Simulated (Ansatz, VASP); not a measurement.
# GaP: VASP beside Ansatz

The input INCAR:

```
ALGO = Normal ; EDIFF = 1E-7
ENCUT = 520 ; GGA = PS
ISIF = 2 ; ISMEAR = 0
LASPH = True ; LCHARG = False
LREAL = False ; LWAVE = False
NBANDS = 16 ; NELM = 60
PREC = Accurate ; SIGMA = 0.05
```

File KPOINTS:

```
k-points
0
Gamma
  8 8 8
```

The input POSCAR:

```
GaP
1.0
    0.0000000000      2.8342600000      2.9432700000
    2.8342600000      0.0000000000      2.9432700000
    2.8342600000      2.8342600000      0.0000000000
Ga P
1 1
Direct
    0.0000000000      0.0000000000      0.0000000000
    0.7500000000      0.7500000000      0.7500000000
```

Input for Ansatz:

```yaml
crystal:
  lattice:
    - [0.0, 2.83426, 2.94327]
    - [2.83426, 0.0, 2.94327]
    - [2.83426, 2.83426, 0.0]
  atoms:
    - { symbol: Ga, position: [0.0, 0.0, 0.0] }
    - { symbol: P, position: [0.75, 0.75, 0.75] }
basis:
  ecutwfc: 420
kpoints:
  mp_grid: { grid: [8, 8, 8] }
hamiltonian:
  xc: pbesol
scf:
  occupations: { method: gaussian, width: 0.05 }
output:
  forces: true
  stress: true
  eigenvalues: true
```

Change from the starting cell: strain +0.040 along x and y, +0.080 along z, atoms carried along.

Alike in both runs: task single point; functional PBEsol; k mesh 8 × 8 × 8; occupations gaussian, width 0.05 eV; no spin polarisation.

|  | VASP | Ansatz |
| --- | --- | --- |
| version | VASP 6.6.1 | Ansatz 0.2.0 |
| potentials or method | VASP PAW PBE potentials, release 64 (Ga_d, P), cutoff 520 eV | scalar-relativistic, plane waves, PAW |
| valence electrons in the cell | 18 | 18 |

|  | VASP | Ansatz | Ansatz less VASP |
| --- | --- | --- | --- |
| gap on the k mesh at the Fermi level (eV) | 0.45 | 0.45 | -0.002 |
| least direct gap on the mesh (eV) | 0.45 | 0.45 | -0.002 |
| pressure (GPa) | -9.5 | -9.5 | 0.00 |
| traceless stress, the component that is largest in VASP (GPa) | -1.84 | -1.84 | +0.002 |

VASP's potentials were made for PBE, not for PBEsol. With one functional, cell and mesh, what is left measures potentials, basis and numerics.
